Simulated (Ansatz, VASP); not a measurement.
Sb: VASP beside Ansatz

The input INCAR:

```
SYSTEM = Sb
  PREC = Accurate
  ENCUT = 520
  EDIFF = 1E-6
  ISMEAR = -1
  SIGMA = 0.05
  LREAL = .FALSE.
  LASPH = .TRUE.
  NELM = 80
  ALGO = Normal
  ISIF = 2
  LWAVE = .FALSE.
  LCHARG = .FALSE.
  GGA = PE
  NBANDS = 8
```

The input KPOINTS:

```
Automatic mesh
0
G
  13 13 13
  0 0 0
```

The input POSCAR:

```
Sb
1.0
    3.1600000000      0.0000000000      0.0000000000
    0.0000000000      3.1600000000      0.0000000000
    0.0000000000      0.0000000000      3.1600000000
Sb
1
Direct
    0.0000000000      0.0000000000      0.0000000000
```

Input for Ansatz:

```yaml
crystal:
  lattice:
    - [3.16, 0.0, 0.0]
    - [0.0, 3.16, 0.0]
    - [0.0, 0.0, 3.16]
  atoms:
    - { symbol: Sb, position: [0.0, 0.0, 0.0] }
kpoints:
  mp_grid: { grid: [13, 13, 13] }
  band_path:
    path:
      - [0.0, 0.0, 0.0]
      - [0.0, 0.5, 0.0]
      - [0.5, 0.5, 0.0]
      - [0.0, 0.0, 0.0]
      - [0.5, 0.5, 0.5]
      - [0.0, 0.5, 0.0]
      - [0.5, 0.5, 0.5]
      - [0.5, 0.5, 0.0]
    npoints: 5
scf:
  occupations: { method: fermi_dirac, width: 0.05 }
hamiltonian:
  xc: pbe
  pseudopotentials:
    kind: all_electron
    lapw: { basis_error: 0.001 }
    relativity: none
output:
  forces: true
  stress: true
  eigenvalues: true
```

Alike in both runs: task single point; functional PBE; k mesh 13 × 13 × 13; occupations fermi-dirac, width 0.05 eV; no spin polarisation.

|  | VASP | Ansatz |
| --- | --- | --- |
| version | VASP 6.6.1 | Ansatz 0.2.0 |
| potentials or method | VASP PAW PBE potentials, release 64 (Sb), cutoff 520 eV | all-electron LAPW, non-relativistic |

|  | VASP | Ansatz | Ansatz less VASP |
| --- | --- | --- | --- |
| pressure (GPa) | -2.5 | -2.5 | +0.04 |

Ansatz ran all-electron here, and VASP with PAW potentials.

Neither program's run includes spin-orbit coupling.
